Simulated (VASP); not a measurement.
# Si in VASP: relaxation of the atoms with PBE+D3(BJ)

Aim: the relaxation of the atoms of Si with PBE+D3(BJ).

Program: VASP 6.6.1. These are calculated values, not measurements. Logs are shortened: lines on timing, memory, paths and dates and some standing lists are left out, and cuts for length are marked.

## 1. The cell of the first run

The cell holds a slab with vacuum, 6 atoms: a = 3.833 Å, b = 5.421 Å, c = 17.833 Å, α = 90.00°, β = 90.00°, γ = 90.00°.

## 2. Relaxation of the atoms, PBE+D3(BJ)

INCAR

```
SYSTEM = Si
PREC = Accurate
ENCUT = 520
EDIFF = 1E-6
ISMEAR = 0
SIGMA = 0.05
LREAL = .FALSE.
LASPH = .TRUE.
NELM = 80
ALGO = Normal
ISIF = 2
LWAVE = .FALSE.
LCHARG = .FALSE.
LDIPOL = .TRUE.
IDIPOL = 3
DIPOL = 0.5 0.5 0.500
GGA = PE
IVDW = 12
IBRION = 2
NSW = 70
EDIFFG = -0.03
```

KPOINTS

```
Automatic mesh
0
G
  8 6 1
  0 0 0
```

POSCAR

```
Si
1.0
    3.8333442755      0.0000000000      0.0000000000
    0.0000000000      5.4211674636      0.0000000000
    0.0000000000      0.0000000000     17.8333442755
Si
6
Selective dynamics
Direct
    0.5000000000      0.0000000000      0.3925231236  F F F
    0.0000000000      0.2500000000      0.3925231236  F F F
    0.0000000000      0.5000000000      0.5000000000  T T T
    0.5000000000      0.7500000000      0.5000000000  T T T
    0.5000000000      0.0000000000      0.6074768764  T T T
    0.0000000000      0.2500000000      0.6074768764  T T T
```

Potentials or basis: VASP PAW PBE potentials, release 64 (Si).

On the command line:

```
$ cat potpaw_PBE.64/Si/POTCAR > POTCAR
$ mpirun -np 1 vasp_std > vasp.out
```

OUTCAR:

```text
SYSTEM = Si
   PREC = Accurate
   ENCUT = 520
   EDIFF = 1E-6
   ISMEAR = 0
   LREAL = .FALSE.
   LASPH = .TRUE.
   NELM = 80
   ISIF = 2
   GGA = PE
   IVDW = 12
   IBRION = 2
   NSW = 70
   EDIFFG = -0.03
 IVDW          = 12

 ion  position               nearest neighbor table
   1  0.500  0.000  0.393-   2 2.35   2 2.35   4 2.35
   2  0.000  0.250  0.393-   1 2.35   1 2.35   3 2.35
   3  0.000  0.500  0.500-   4 2.35   4 2.35   6 2.35   2 2.35
   4  0.500  0.750  0.500-   3 2.35   3 2.35   5 2.35   1 2.35
   5  0.500  0.000  0.607-   6 2.35   6 2.35   4 2.35
   6  0.000  0.250  0.607-   5 2.35   5 2.35   3 2.35

  LATTYP: Found a simple orthorhombic cell.
 ALAT       =     3.8333442755
 B/A-ratio  =     1.4142135624
 C/A-ratio  =     4.6521634880

  Lattice vectors:

 A1 = (   3.8333442755,   0.0000000000,   0.0000000000)
 A2 = (   0.0000000000,   5.4211674636,   0.0000000000)
 A3 = (   0.0000000000,   0.0000000000,  17.8333442755)

Analysis of symmetry for initial positions (statically):
=====================================================================
 Subroutine PRICEL returns:
 Original cell was already a primitive cell.

 Routine SETGRP: Setting up the symmetry group for a
 simple orthorhombic supercell.

 Subroutine GETGRP returns: Found  8 space group operations
 (whereof  4 operations were pure point group operations)
 out of a pool of  8 trial point group operations.

The static configuration has the point symmetry C_2v.
 The point group associated with its full space group is D_2h.

Analysis of symmetry for dynamics (positions and initial velocities):
=====================================================================
 Subroutine PRICEL returns:
 Original cell was already a primitive cell.

 Routine SETGRP: Setting up the symmetry group for a
 simple orthorhombic supercell.

 Subroutine GETGRP returns: Found  8 space group operations
 (whereof  4 operations were pure point group operations)
 out of a pool of  8 trial point group operations.

The dynamic configuration has the point symmetry C_2v.
 The point group associated with its full space group is D_2h.

Analysis of constrained symmetry for selective dynamics:
=====================================================================
 Subroutine PRICEL returns:
 Original cell was already a primitive cell.

 Routine SETGRP: Setting up the symmetry group for a
 simple orthorhombic supercell.

 Subroutine GETGRP returns: Found  4 space group operations
 (whereof  2 operations were pure point group operations)
 out of a pool of  8 trial point group operations.

The constrained configuration has the point symmetry C_1h.
 The point group associated with its full space group is C_2v.

 Subroutine INISYM returns: Found  4 space group operations
 (whereof  2 operations are pure point group operations),
 and found     1 'primitive' translations

----------------------------------------------------------------------------------------

                                     Primitive cell

  volume of cell :     370.5983

  direct lattice vectors                    reciprocal lattice vectors
     3.833344276  0.000000000  0.000000000     0.260868821  0.000000000  0.000000000
     0.000000000  5.421167464  0.000000000     0.000000000  0.184462112  0.000000000
     0.000000000  0.000000000 17.833344276     0.000000000  0.000000000  0.056074732

  length of vectors
     3.833344276  5.421167464 17.833344276     0.260868821  0.184462112  0.056074732

  position of ions in fractional coordinates (direct lattice)
     0.500000000  0.000000000  0.392523124
     0.000000000  0.250000000  0.392523124
     0.000000000  0.500000000  0.500000000
     0.500000000  0.750000000  0.500000000
     0.500000000  0.000000000  0.607476876
     0.000000000  0.250000000  0.607476876

  ion indices of the primitive-cell ions
[... 39 lines left out ...]
  0.375000  0.000000  0.000000      2.000000
  0.500000  0.000000  0.000000      1.000000
  0.000000  0.166667  0.000000      2.000000
[... 12 lines left out ...]
  0.375000  0.500000  0.000000      2.000000
  0.500000  0.500000  0.000000      1.000000
   k-points           NKPTS =     20   k-points in BZ     NKDIM =     20   number of bands    NBANDS=     16
   number of dos      NEDOS =    301   number of ions     NIONS =      6
   total plane-waves  NPLWV = 168000
   dimension x,y,z NGX =    30 NGY =   40 NGZ =  140
   dimension x,y,z NGXF=    60 NGYF=   80 NGZF=  280
   ions per type =               6
   NGX,Y,Z   is equivalent  to a cutoff of  13.01, 12.27, 13.05 a.u.
   NGXF,Y,Z  is equivalent  to a cutoff of  26.02, 24.53, 26.10 a.u.
 SYSTEM =  Si
   PREC   = accura    normal or accurate (medium, high low for compatibility)
   ISTART =      0    job   : 0-new  1-cont  2-samecut
   ICHARG =      2    charge: 1-file 2-atom 10-const
   ISPIN  =      1    spin polarized calculation?
   LNONCOLLINEAR =      F non collinear calculations
   LSORBIT =      F    spin-orbit coupling
   LASPH  =      T    aspherical Exc in radial PAW
   ENCUT  =  520.0 eV  38.22 Ry    6.18 a.u.   7.13 10.08 33.16*2*pi/ulx,y,z
   NELM   =     80;   NELMIN=  2; NELMDL= -5     # of ELM steps
   EDIFF  = 0.1E-05   stopping-criterion for ELM
   LREAL  =      F    real-space projection
   EDIFFG = -.3E-01   stopping-criterion for IOM
   NSW    =     70    number of steps for IOM
   IBRION =      2    ionic relax: 0-MD 1-quasi-New 2-CG
   NFREE  =      1    steps in history (QN), initial steepest desc. (CG)
   ISIF   =      2    stress and relaxation
   ISYM   =      2    0-nonsym 1-usesym 2-fastsym
   POTIM  = 0.5000    time-step for ionic-motion
   TEBEG  =    0.0;   TEEND  =   0.0 temperature during run
   PSTRESS=    0.0 pullay stress
   NELECT =      24.0000    total number of electrons
   NUPDOWN=      -1.0000    fix difference up-down
   EMIN   =  10.00;   EMAX   =-10.00  energy-range for DOS
   EFERMI =   0.00;   METHOD = LEGACY
   ISMEAR =     0;   SIGMA  =   0.05  broadening in eV -4-tet -1-fermi 0-gaus
   EFERMI_NEDOS =   21; number of points for ismear=-14 and -15
   IALGO  =     38    algorithm
   IMIX   =      4    mixing-type and parameters
     AMIX     =   0.40;   BMIX     =  1.00
     AMIX_MAG =   1.60;   BMIX_MAG =  1.00
  volume/ion in A,a.u.               =      61.77       416.82
  Fermi-wavevector in a.u.,A,eV,Ry     =   0.657422  1.242347  5.880484  0.432203
  Thomas-Fermi vector in A             =   1.728924
   LORBIT       =      0    0 simple, 1 ext, 2 COOP (PROOUT), +10 PAW based schemes
   GGA     = PE    functional components
   LHFCALC =     F    Hartree Fock is set to
   AEXX    =    0.0000 exact exchange contribution
   IVDW    =    12    specifies the selected vdW correction
   LEPSILON=     F    determine dielectric tensor
   LRPA    =     F    only Hartree local field effects (RPA)
 conjugate gradient relaxation of ions
 non-spin polarized calculation
 Gauss-broadening in eV      SIGMA  =   0.05
  energy-cutoff  :      520.00
  volume of cell :      370.60
 maximum number of plane-waves:     10032
 NGX is ok and might be reduce to    30
   NGX = 15   NGY = 21   NGZ = 67

--------------------------------------- Ionic step        1  -------------------------------------------

 number of electron      24.0000000 magnetization

 Free energy of the ion-electron system (eV)
  ---------------------------------------------------
  ext. energy  EPLUGINS =         0.00000000
  ---------------------------------------------------
  free energy    TOTEN  =       -28.35702167 eV

  energy without entropy =      -28.34736784  energy(sigma->0) =      -28.35219476

------------------------ aborting loop because EDIFF is reached ----------------------------------------

 Edisp (eV)   -1.49486

 E8    (eV) :    -0.6494
[... 161 lines left out ...]
  FREE ENERGIE OF THE ION-ELECTRON SYSTEM (eV)
  ---------------------------------------------------
  free  energy   TOTEN  =       -29.8844180460 eV

  energy  without entropy=      -29.8760033622  energy(sigma->0) =      -29.88021070

 dipolmoment           0.000000      0.000000      0.001285 electrons x Angstroem

--------------------------------------- Ionic step        5  -------------------------------------------

 number of electron      24.0000000 magnetization

------------------------ aborting loop because EDIFF is reached ----------------------------------------
[... 129 lines left out ...]
 number of electron      24.0000000 magnetization

------------------------ aborting loop because EDIFF is reached ----------------------------------------

 vacuum level on the upper side and lower side of the slab       (xc-potential included)        -0.026         0.011

 Edisp (eV)   -1.51192

 E8    (eV) :    -0.6579

  FORCE on cell =-STRESS in cart. coord.  units (eV):
  Direction    XX          YY          ZZ          XY          YZ          ZX
  --------------------------------------------------------------------------------------
  -------------------------------------------------------------------------------------
  Total       0.17876     0.29731    -0.76639     0.00000     0.00000     0.00000
  in kB       0.77284     1.28533    -3.31325     0.00000     0.00000     0.00000
  external pressure =       -0.42 kB  Pullay stress =        0.00 kB
[... 27 lines left out ...]
--------------------------------------- Ionic step        9  -------------------------------------------

 number of electron      24.0000000 magnetization

 dipolmoment           0.000000      0.000000     -0.003268 electrons x Angstroem

 Free energy of the ion-electron system (eV)
  ---------------------------------------------------
  ext. energy  EPLUGINS =         0.00000000
  ---------------------------------------------------
  free energy    TOTEN  =       -28.38667524 eV

  energy without entropy =      -28.37812155  energy(sigma->0) =      -28.38239840

 E-fermi :  -1.3716     XC(G=0):  -3.9481

 val. band max:       -1.3750944627   @ k =   0.1250   0.0000   0.0000
 cond. band min:      -1.3634495113   @ k =   0.2500   0.3333   0.0000
 fundamental gap:      0.0116449514
 Fermi energy:        -1.3715770653

 k-point     1 :       0.0000    0.0000    0.0000
  band No.  band energies     occupation
      1     -12.7757      2.00000
      2     -10.9432      2.00000
      3      -9.4797      2.00000
      4      -8.4370      2.00000
      5      -5.8869      2.00000
      6      -4.6669      2.00000
[... 359 lines left out ...]
      5      -8.1346      2.00000
      6      -8.1346      2.00000
[... 8 lines left out ...]
     15       2.0579      0.00000
     16       2.0579      0.00000

------------------------ aborting loop because EDIFF is reached ----------------------------------------

 vacuum level on the upper side and lower side of the slab       (xc-potential included)        -0.025        -0.000

 Edisp (eV)   -1.51921

 E8    (eV) :    -0.6615

  FORCE on cell =-STRESS in cart. coord.  units (eV):
  Direction    XX          YY          ZZ          XY          YZ          ZX
  --------------------------------------------------------------------------------------
  -------------------------------------------------------------------------------------
  Total       0.28171     0.85024    -0.11644     0.00000     0.00000     0.00000
  in kB       1.21789     3.67577    -0.50340     0.00000     0.00000     0.00000
  external pressure =        1.46 kB  Pullay stress =        0.00 kB
[... 21 lines left out ...]
  FREE ENERGIE OF THE ION-ELECTRON SYSTEM (eV)
  ---------------------------------------------------
  free  energy   TOTEN  =       -29.9058894347 eV

  energy  without entropy=      -29.8973357385  energy(sigma->0) =      -29.90161259

 reached required accuracy - stopping structural energy minimisation

 vacuum level on the upper side and lower side of the slab         3.378         3.405
```

Wall time 9.4 min (1 thread of Intel Xeon Platinum 8488C (Sapphire Rapids), shared host); peak memory 0.48 GiB.

What came out:

- Free energy: -29.9059 eV
- Energy gained by relaxing: 9.0 meV/atom
- Ionic steps: 9
- Band gap on the k mesh: zero (bands 12 and 13 overlap by 0.19 eV)
- Dispersion energy per atom: -0.253 eV

Step by step:
```csv
step,energy change (eV),largest force on free atoms (eV/Å),pressure (GPa)
1,0.0000,0.5387,-0.66
2,-0.0206,0.2841,-0.56
3,-0.0256,0.2646,-0.47
4,-0.0325,0.1730,-0.38
5,-0.0360,0.2208,-0.28
6,-0.0416,0.1452,-0.19
7,-0.0434,0.2086,-0.12
8,-0.0483,0.1547,-0.04
9,-0.0540,0.0233,0.15
```

Final structure:
```yaml
crystal:
  lattice:
    - [3.83334, 0.00000, 0.00000]
    - [0.00000, 5.42117, 0.00000]
    - [0.00000, 0.00000, 17.83334]
  atoms:
    - { symbol: Si, position: [0.50000, 0.00000, 0.39252] }
    - { symbol: Si, position: [0.00000, 0.25000, 0.39252] }
    - { symbol: Si, position: [0.00000, 0.50378, 0.49748] }
    - { symbol: Si, position: [0.50000, 0.74622, 0.49748] }
    - { symbol: Si, position: [0.50000, 0.00865, 0.59949] }
    - { symbol: Si, position: [0.00000, 0.24135, 0.59949] }
```

Levels at points of the mesh, in eV from the Fermi level:
```tsv
k point	band 9	band 10	band 11	band 12	band 13	band 14	band 15	band 16
(0.00, 0.00, 0.00)	-1.22	-0.74	-0.42	-0.30	0.26	1.20	2.09	2.61
(0.50, 0.00, 0.00)	-2.38	-2.38	-0.87	-0.87	0.51	0.51	2.03	2.03
(0.00, 0.50, 0.00)	-1.66	-1.08	-0.69	-0.47	0.48	0.71	2.25	2.41
(0.50, 0.50, 0.00)	-2.52	-2.52	-0.59	-0.59	0.68	0.68	3.43	3.43
```
